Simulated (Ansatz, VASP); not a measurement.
**ZnSe: VASP beside Ansatz**

```
Se Zn
1.0
     0.00000    2.52463    2.52463
     2.52463    0.00000    2.52463
     2.52463    2.52463    0.00000
Se Zn
1 1
Cartesian
  0.0000 0.0000 0.0000
  2.5246 2.5246 2.5246
```

Alike in both runs: task single point; functional PBEsol; k mesh 12 × 12 × 12; occupations gaussian, width 0.05 eV; no spin polarisation.

|  | VASP | Ansatz |
| --- | --- | --- |
| version | VASP 6.6.1 | Ansatz 0.2.0 |
| potentials or method | VASP PAW PBE potentials, release 64 (Se, Zn), cutoff 520 eV | scalar-relativistic, plane waves, PAW |
| valence electrons in the cell | 18 | 28 |

```tsv
	VASP	Ansatz	Ansatz less VASP
gap on the k mesh at the Fermi level (eV)	none	none	-
pressure (GPa)	14.8	14.2	-0.57
```

VASP's potentials were made for PBE, not for PBEsol. A gap of «none» marks a metal or a gap that the smearing closes. With one functional, cell and mesh, what is left measures potentials, basis and numerics. VASP's potentials hold 18 valence electrons a cell and Ansatz's 28, so a difference there can come from the potentials and not from the codes.
